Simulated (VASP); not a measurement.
CsPbCl3:

```
Cs Pb Cl
1.0
     5.73317    0.00000    0.00000
     0.00000    5.73317    0.00000
     0.00000    0.00000    5.73317
Cs Pb Cl
1 1 3
Cartesian
  0.0000 0.0000 0.0000
  2.8666 2.8666 2.8666
  2.8666 2.8666 0.0000
  2.8666 0.0000 2.8666
  0.0000 2.8666 2.8666
```

* Program: VASP 6.6.1
* Task: relaxation of cell and atoms
* Functional: PBEsol
* Potentials or basis: VASP PAW PBE potentials, release 64 (Cs_sv, Pb_d, Cl)
* Cutoff: 600 eV
* k mesh: 4 × 4 × 4
* Occupations: fermi-dirac, width 0.02 eV
* Spin: no spin polarisation

At the start: pressure -1.3 GPa; volume 37.69 Å³/atom.

How do energy, volume and symmetry change on relaxing?

Over 3 steps the energy falls by 8.5 meV/atom and the volume is 35.62 Å³/atom (-5.5 %); space group Pm-3m (No. 221, to 0.05 Å).

Step by step:
```tsv
step	energy change (eV)	largest force (eV/Å)	pressure (GPa)	volume (Å³)
1	0.0000	0.0000	-1.25	188.45
2	-0.0400	0.0000	-0.33	180.52
3	-0.0425	0.0000	0.01	178.09
```

Final structure:
```
Cs Pb Cl
1.0
     5.62613    0.00000    0.00000
     0.00000    5.62613    0.00000
     0.00000    0.00000    5.62613
Cs Pb Cl
1 1 3
Cartesian
  0.0000 0.0000 0.0000
  2.8131 2.8131 2.8131
  2.8131 2.8131 0.0000
  2.8131 0.0000 2.8131
  0.0000 2.8131 2.8131
```

Caveat: the PAW data sets were made with another functional, which shifts forces and pressure a little.
